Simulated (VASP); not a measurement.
Write the native input for VASP 6.6.1 that does the following.

```
Task                   : single point
Functional             : PBEsol
Potentials or basis    : VASP PAW PBE potentials, release 64 (W_sv, Cu)
Cutoff                 : 520 eV
k mesh                 : 5 × 5 × 5
Occupations            : methfessel-paxton, width 0.025 eV
Spin                   : no spin polarisation
Dipole correction      : no
Further INCAR settings : ALGO = Normal; EDIFF = 1e-07; NBANDS = 44
```

The structure of Cu5W lies in POSCAR:

```
Cu5W
1.0
    0.0000000000      3.3691140000      3.3691140000
    3.3691140000      0.0000000000      3.3691140000
    3.3691140000      3.3691140000      0.0000000000
W Cu
1 5
Direct
    0.0000000000      0.0000000000      0.0000000000
    0.2500000000      0.2500000000      0.2500000000
    0.6250000000      0.6250000000      0.6250000000
    0.1250000000      0.6250000000      0.6250000000
    0.6250000000      0.6250000000      0.1250000000
    0.6250000000      0.1250000000      0.6250000000
```

The input as run:

INCAR

```
PREC = Accurate
ENCUT = 520
EDIFF = 1E-7
ISMEAR = 1
SIGMA = 0.025
LREAL = False
LASPH = True
NELM = 60
ALGO = Normal
ISIF = 2
LWAVE = False
LCHARG = False
GGA = PS
NBANDS = 44
```

KPOINTS

```
regular mesh
0
Gamma
  5 5 5
```

Potentials or basis: VASP PAW PBE potentials, release 64 (W_sv, Cu).

Run with:

```console
$ cat potpaw_PBE.64/W_sv/POTCAR potpaw_PBE.64/Cu/POTCAR > POTCAR
$ mpirun -np 1 vasp_std > vasp.out
```

It gave:

```json
{
  "Pressure": "-8.2 GPa"
}
```

Caveat: the PAW data sets were made with another functional, which shifts forces and pressure a little.

Run time: 42 s on 1 thread of Intel(R) Xeon(R) Platinum 8488C (Sapphire Rapids) (shared host), peak memory 0.21 GiB.
